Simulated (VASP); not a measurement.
# Ba8Zn3N6O3 (a cell with a defect) in VASP: single point with PBEsol

Aim: the single point of Ba8Zn3N6O3 (a cell with a defect) with PBEsol.

All numbers are computed with VASP 6.6.1; they aren't measurements. Logs are shortened: lines on timing, memory, paths and dates and some standing lists are left out, and cuts for length are marked.

## 1. The cell of the first run

The cell holds a defect, 20 atoms: a = 5.742 Å, b = 9.079 Å, c = 9.083 Å, α = 90.00°, β = 90.00°, γ = 108.43°.

## 2. Single point, PBEsol

Contents of INCAR:

```
SYSTEM = Ba8Zn3N6O3
ALGO     = Normal         ! electronic algorithm
EDIFF    = 1E-6           ! SCF threshold, eV
ENCUT    = 910            ! plane-wave cutoff, eV
GGA      = PS             ! functional
GGA_COMPAT= .False.      
ISIF     = 2              ! what is computed and relaxed
ISMEAR   = 0              ! smearing method
LASPH    = .True.         ! aspherical terms in the spheres
LCHARG   = .False.        ! write CHGCAR
LREAL    = Auto         
LWAVE    = .False.        ! write WAVECAR
NBANDS   = 98             ! bands
NELM     = 120            ! most SCF steps
PREC     = Accurate       ! precision mode
SIGMA    = 0.05           ! smearing width, eV
```

Contents of KPOINTS:

```
k-points
0
Gamma
  4 4 4
  0 0 0
```

Contents of POSCAR:

```
Ba8Zn3N6O3
1.0
    4.0603386242      4.0603386242      0.0000000000
    4.0603386242     -8.1206772484      0.0000000000
    0.0000000000      0.0000000000     -9.0833214478
Ba Zn N O
8 3 6 3
Direct
    0.0063118709      0.0126237419      0.7842883290
    0.3270214933      0.6540429865      0.7842883290
    0.5187367840      0.0374734755      0.5173141815
    0.0000584516      0.0001169032      0.2323432031
    0.3332749126      0.6665498251      0.2323432031
    0.6666667284      0.3333333642      0.1847121683
    0.8145966727      0.6291932529      0.5173141815
    0.1666666410      0.3333332821      0.5019248770
    0.4905109773     -0.0189781380      1.0037995520
    0.8428223153      0.6856447843      1.0037995520
    0.1666666410      0.3333332821      0.9904059932
    0.4973077010     -0.0053844442      0.2024680080
    0.8360255915      0.6720510905      0.2024680080
    0.1666666410      0.3333332821      0.1884796228
    0.4803417926     -0.0393165073      0.8066664867
    0.8529914999      0.7059831536      0.8066664867
    0.1666666410      0.3333332821      0.7939637545
    0.3235065976      0.6470131952      0.5050097617
    0.6666667284      0.3333333642      0.4551924121
    0.0098267666      0.0196535332      0.5050097617
```

Potentials or basis: VASP PAW PBE potentials, release 64 (Ba_sv, Zn, N_h, O_h).

The run is started by

```
> cat potpaw_PBE.64/Ba_sv/POTCAR potpaw_PBE.64/Zn/POTCAR potpaw_PBE.64/N_h/POTCAR potpaw_PBE.64/O_h/POTCAR > POTCAR
> mpirun -np 1 vasp_std > vasp.out
```

OUTCAR:

```text
SYSTEM = Ba8Zn3N6O3
   EDIFF = 1E-6
   ENCUT = 910
   GGA = PS
   ISIF = 2
   ISMEAR = 0
   LASPH = .True.
   LREAL = Auto
   NELM = 120
   PREC = Accurate

 ion  position               nearest neighbor table
   1  0.006  0.013  0.784-  20 2.54  16 2.65  17 2.76  15 2.91  15 2.91  11 3.34  10 3.45   9 3.51
                             9 3.51   3 3.76   3 3.76   8 3.77   4 4.07   7 4.10   2 4.22   2 4.22
   2  0.327  0.654  0.784-  18 2.54  15 2.65  17 2.76  16 2.91  16 2.91  11 3.34   9 3.45  10 3.51
                            10 3.51   7 3.76   7 3.76   8 3.77   5 4.07   3 4.10   1 4.22   1 4.22
   3  0.519  0.037  0.517-  19 2.61  15 2.71  20 2.88  20 2.88  12 2.88   1 3.76   1 3.76   8 3.84
                             8 3.84   4 3.88   4 3.88   6 3.95   2 4.10   5 4.11   7 4.54   7 4.54
   4  0.000  0.000  0.232-  20 2.48  13 2.84  12 2.88  12 2.88  14 2.90  10 3.41   9 3.55   9 3.55
                            11 3.61   8 3.77   3 3.88   3 3.88   5 4.06   5 4.06   1 4.07   6 4.08
   5  0.333  0.667  0.232-  18 2.48  12 2.84  13 2.88  13 2.88  14 2.90   9 3.41  10 3.55  10 3.55
                            11 3.61   8 3.77   7 3.88   7 3.88   4 4.06   4 4.06   2 4.07   6 4.08
   6  0.667  0.333  0.185-  19 2.46  14 2.87  14 2.87  13 2.92  12 2.92  11 3.37  11 3.37  10 3.45
                             9 3.45   7 3.95   3 3.95   8 4.07   8 4.07   5 4.08   4 4.08   5 4.08
   7  0.815  0.629  0.517-  19 2.61  16 2.71  18 2.88  18 2.88  13 2.88   2 3.76   2 3.76   8 3.84
                             8 3.84   5 3.88   5 3.88   6 3.95   1 4.10   4 4.11   3 4.54   3 4.54
   8  0.167  0.333  0.502-  17 2.65  20 2.70  18 2.70  14 2.85  19 2.90  19 2.90   1 3.77   2 3.77
                             4 3.77   5 3.77   3 3.84   3 3.84   7 3.84   7 3.84   6 4.07   6 4.07
   9  0.491  0.981  0.004-  15 1.80  12 1.81   5 3.41   2 3.45   6 3.45   1 3.51   1 3.51   4 3.55
[... 5 lines left out ...]
  12  0.497  0.995  0.202-   9 1.81   5 2.84   3 2.88   4 2.88   4 2.88   6 2.92
  13  0.836  0.672  0.202-  10 1.81   4 2.84   7 2.88   5 2.88   5 2.88   6 2.92
  14  0.167  0.333  0.188-  11 1.80   8 2.85   6 2.87   6 2.87   4 2.90   5 2.90
  15  0.480  0.961  0.807-   9 1.80   2 2.65   3 2.71   1 2.91   1 2.91
  16  0.853  0.706  0.807-  10 1.80   1 2.65   7 2.71   2 2.91   2 2.91
  17  0.167  0.333  0.794-  11 1.78   8 2.65   1 2.76   2 2.76
  18  0.324  0.647  0.505-   5 2.48   2 2.54   8 2.70   7 2.88   7 2.88
  19  0.667  0.333  0.455-   6 2.46   3 2.61   7 2.61   8 2.90   8 2.90
  20  0.010  0.020  0.505-   4 2.48   1 2.54   8 2.70   3 2.88   3 2.88

  LATTYP: Found a base centered orthorhombic cell.
 ALAT       =     5.7421859502
 B/A-ratio  =     3.0000000000
 C/A-ratio  =     1.5818577675

  Lattice vectors:

 A1 = (  -4.0603386242,   8.1206772484,   0.0000000000)
 A2 = (   8.1206772484,  -4.0603386242,   0.0000000000)
 A3 = (   0.0000000000,   0.0000000000,  -9.0833214478)

Analysis of symmetry for initial positions (statically):
=====================================================================
 Subroutine PRICEL returns:
 Original cell was already a primitive cell.

 Routine SETGRP: Setting up the symmetry group for a
 base centered orthorhombic supercell.

 Subroutine GETGRP returns: Found  4 space group operations
 (whereof  2 operations were pure point group operations)
 out of a pool of  8 trial point group operations.

The static configuration has the point symmetry C_1h.
 The point group associated with its full space group is C_2v.

Analysis of symmetry for dynamics (positions and initial velocities):
=====================================================================
 Subroutine PRICEL returns:
 Original cell was already a primitive cell.

 Routine SETGRP: Setting up the symmetry group for a
 base centered orthorhombic supercell.

 Subroutine GETGRP returns: Found  4 space group operations
 (whereof  2 operations were pure point group operations)
 out of a pool of  8 trial point group operations.

The dynamic configuration has the point symmetry C_1h.
 The point group associated with its full space group is C_2v.

 Subroutine INISYM returns: Found  4 space group operations
 (whereof  2 operations are pure point group operations),
 and found     1 'primitive' translations

----------------------------------------------------------------------------------------

                                     Primitive cell

  volume of cell :     449.2524

  direct lattice vectors                    reciprocal lattice vectors
     4.060338624  4.060338624  0.000000000     0.164189918  0.082094959  0.000000000
     4.060338624 -8.120677248  0.000000000     0.082094959 -0.082094959  0.000000000
     0.000000000  0.000000000 -9.083321448     0.000000000  0.000000000 -0.110091887

  length of vectors
[... 58 lines left out ...]
     0.041047480  0.020523740  0.000000000     0.250000000  0.000000000  0.000000000
     0.020523740 -0.020523740  0.000000000     0.000000000  0.250000000  0.000000000
     0.000000000  0.000000000 -0.027522972     0.000000000  0.000000000  0.250000000

  Length of vectors
     0.045892477  0.029024951  0.027522972

  Shift w.r.t. Gamma in fractional coordinates (k-lattice)
     0.000000000  0.000000000  0.000000000

 Subroutine IBZKPT returns following result:
 ===========================================

 Found     21 irreducible k-points:

 Following reciprocal coordinates:
            Coordinates               Weight
  0.000000  0.000000  0.000000      1.000000
  0.250000  0.000000  0.000000      4.000000
  0.500000  0.000000  0.000000      2.000000
  0.000000  0.250000  0.000000      2.000000
  0.250000  0.250000  0.000000      4.000000
  0.500000  0.250000  0.000000      2.000000
[... 13 lines left out ...]
  0.500000  0.250000  0.500000      2.000000
  0.000000  0.500000  0.500000      1.000000
   k-points           NKPTS =     21   k-points in BZ     NKDIM =     21   number of bands    NBANDS=     98
   number of dos      NEDOS =    301   number of ions     NIONS =     20
   total plane-waves  NPLWV = 453600
   dimension x,y,z NGX =    56 NGY =   90 NGZ =   90
   dimension x,y,z NGXF=   112 NGYF=  180 NGZF=  180
   ions per type =               8   3   6   3
   NGX,Y,Z   is equivalent  to a cutoff of  16.21, 16.48, 16.47 a.u.
   NGXF,Y,Z  is equivalent  to a cutoff of  32.43, 32.96, 32.94 a.u.
 SYSTEM =  Ba8Zn3N6O3
   PREC   = accura    normal or accurate (medium, high low for compatibility)
   ISTART =      0    job   : 0-new  1-cont  2-samecut
   ICHARG =      2    charge: 1-file 2-atom 10-const
   ISPIN  =      1    spin polarized calculation?
   LNONCOLLINEAR =      F non collinear calculations
   LSORBIT =      F    spin-orbit coupling
   LASPH  =      T    aspherical Exc in radial PAW
   ENCUT  =  910.0 eV  66.88 Ry    8.18 a.u.  14.12 22.33 22.34*2*pi/ulx,y,z
   NELM   =    120;   NELMIN=  2; NELMDL= -5     # of ELM steps
   EDIFF  = 0.1E-05   stopping-criterion for ELM
   LREAL  =      T    real-space projection
   EDIFFG = 0.1E-04   stopping-criterion for IOM
   NSW    =      0    number of steps for IOM
   IBRION =     -1    ionic relax: 0-MD 1-quasi-New 2-CG
   NFREE  =      0    steps in history (QN), initial steepest desc. (CG)
   ISIF   =      2    stress and relaxation
   ISYM   =      2    0-nonsym 1-usesym 2-fastsym
   POTIM  = 0.5000    time-step for ionic-motion
   TEBEG  =    0.0;   TEEND  =   0.0 temperature during run
   PSTRESS=    0.0 pullay stress
   NELECT =     164.0000    total number of electrons
   NUPDOWN=      -1.0000    fix difference up-down
   EMIN   =  10.00;   EMAX   =-10.00  energy-range for DOS
   EFERMI =   0.00;   METHOD = LEGACY
   ISMEAR =     0;   SIGMA  =   0.05  broadening in eV -4-tet -1-fermi 0-gaus
   EFERMI_NEDOS =   21; number of points for ismear=-14 and -15
   IALGO  =     38    algorithm
   IMIX   =      4    mixing-type and parameters
     AMIX     =   0.40;   BMIX     =  1.00
     AMIX_MAG =   1.60;   BMIX_MAG =  1.00
  volume/ion in A,a.u.               =      22.46       151.59
  Fermi-wavevector in a.u.,A,eV,Ry     =   1.170018  2.211014 18.625596  1.368943
  Thomas-Fermi vector in A             =   2.306483
   LORBIT       =      0    0 simple, 1 ext, 2 COOP (PROOUT), +10 PAW based schemes
   GGA     = PS    functional components
   LHFCALC =     F    Hartree Fock is set to
   AEXX    =    0.0000 exact exchange contribution
   IVDW    =     0    specifies the selected vdW correction
   LEPSILON=     F    determine dielectric tensor
   LRPA    =     F    only Hartree local field effects (RPA)
 non-spin polarized calculation
 Gauss-broadening in eV      SIGMA  =   0.05
  energy-cutoff  :      910.00
  volume of cell :      449.25
 maximum number of plane-waves:     28084
   NGX = 29   NGY = 45   NGZ = 45

 number of electron     164.0000006 magnetization

 Free energy of the ion-electron system (eV)
  ---------------------------------------------------
  ext. energy  EPLUGINS =         0.00000000
  ---------------------------------------------------
  free energy    TOTEN  =      -107.14940229 eV

  energy without entropy =     -107.12961653  energy(sigma->0) =     -107.13950941

 E-fermi :   2.0065     XC(G=0):  -9.4123

 val. band max:        1.9899356830   @ k =   0.0000   0.5000   0.2500
 cond. band min:       2.0080871283   @ k =   0.5000   0.2500   0.2500
 fundamental gap:      0.0181514453
 Fermi energy:         2.0064823972

 k-point     1 :       0.0000    0.0000    0.0000
  band No.  band energies     occupation
      1     -24.9450      2.00000
      2     -24.8933      2.00000
      3     -24.5884      2.00000
      4     -24.5193      2.00000
      5     -24.5075      2.00000
      6     -24.3799      2.00000
[... 2026 lines left out ...]
     93       5.5246      0.00000
     94       5.6325      0.00000
 [bands above 94 left out]

------------------------ aborting loop because EDIFF is reached ----------------------------------------

  FORCE on cell =-STRESS in cart. coord.  units (eV):
  Direction    XX          YY          ZZ          XY          YZ          ZX
  --------------------------------------------------------------------------------------
  -------------------------------------------------------------------------------------
  Total       -0.4098270     -0.4098270      3.9283426     -1.2986526     -0.0000000      0.0000000
  in kB       -1.4615737     -1.4615737     14.0097211     -4.6314089     -0.0000000      0.0000000
  external PRESSURE =       3.6955246 kB  Pullay stress =       0.0000000 kB

 VOLUME and BASIS-vectors are now :
 -----------------------------------------------------------------------------
  energy-cutoff  :      910.00
  volume of cell :      449.25
      direct lattice vectors                 reciprocal lattice vectors
     4.060338624  4.060338624  0.000000000     0.164189918  0.082094959  0.000000000
     4.060338624 -8.120677248  0.000000000     0.082094959 -0.082094959  0.000000000
     0.000000000  0.000000000 -9.083321448     0.000000000  0.000000000 -0.110091887

 POSITION                                       TOTAL-FORCE (eV/Angst)
 -----------------------------------------------------------------------------------
      0.07689     -0.07689     -7.12394         0.020452     -0.020452     -0.153636
      3.98345     -3.98345     -7.12394        -0.020452      0.020452     -0.153636
      2.25840      1.80194     -4.69893        -0.040496      0.040496      0.023565
      0.00071     -0.00071     -2.11045        -0.000959      0.000959      0.211116
      4.05963     -4.05963     -2.11045         0.000959     -0.000959      0.211116
      4.06034      0.00000     -1.67780        -0.000000     -0.000000      0.248517
[... 12 lines left out ...]
      4.06034      0.00000     -4.13466        -0.000000     -0.000000     -0.189548
      0.11970     -0.11970     -4.58717        -0.050660      0.050660     -0.061368
 -----------------------------------------------------------------------------------
    total drift:                               -0.004019     -0.002209      0.007312

  FREE ENERGIE OF THE ION-ELECTRON SYSTEM (eV)
  ---------------------------------------------------
  free  energy   TOTEN  =      -107.1494022913 eV

  energy  without entropy=     -107.1296165297  energy(sigma->0) =     -107.13950941
```

It took 51 min on 1 thread of AMD EPYC 9R45 (Zen 5), shared host; peak memory 1.7 GiB.

Results:

```
Free energy            : -107.1494 eV
Pressure               : 0.4 GPa
Largest force          : 0.249 eV/Å
Band gap on the k mesh : zero (bands 82 and 83 overlap by 0.16 eV)
```

Forces in eV/Å, atoms in the order of the input:
```
Ba   0.020 -0.020 -0.154
Ba  -0.020  0.020 -0.154
Ba  -0.040  0.040  0.024
Ba  -0.001  0.001  0.211
Ba   0.001 -0.001  0.211
Ba   0.000  0.000  0.249
Ba   0.040 -0.040  0.024
Ba   0.000  0.000  0.065
Zn   0.013 -0.013 -0.010
Zn  -0.013  0.013 -0.010
Zn   0.000  0.000 -0.036
N   -0.010  0.010 -0.063
N    0.010 -0.010 -0.063
N    0.000  0.000 -0.043
N    0.054 -0.054  0.027
N   -0.054  0.054  0.027
N    0.000  0.000  0.009
O    0.051 -0.051 -0.061
O    0.000  0.000 -0.190
O   -0.051  0.051 -0.061
```

Levels at points of the mesh, in eV from the Fermi level:
| k point | band 80 | band 81 | band 82 | band 83 | band 84 | band 85 |
| --- | --- | --- | --- | --- | --- | --- |
| (0.00, 0.00, 0.00) | -0.33 | -0.13 | 0.06 | 0.11 | 1.31 | 1.59 |
| (0.50, 0.00, 0.00) | -0.99 | -0.68 | -0.42 | 0.01 | 1.76 | 1.84 |
| (0.00, 0.50, 0.00) | -0.32 | -0.09 | 0.00 | 0.01 | 1.83 | 1.87 |
| (0.00, 0.00, 0.50) | -0.28 | 0.01 | 0.14 | 0.15 | 1.27 | 1.46 |
| (0.50, 0.00, 0.50) | -0.94 | -0.50 | -0.43 | 0.06 | 1.82 | 2.25 |
| (0.00, 0.50, 0.50) | -0.28 | 0.06 | 0.09 | 0.10 | 1.12 | 1.35 |

Caveat: the PAW data sets were made with another functional, which shifts forces and pressure a little; spin-orbit coupling is left out, which moves the levels of the heavy elements.
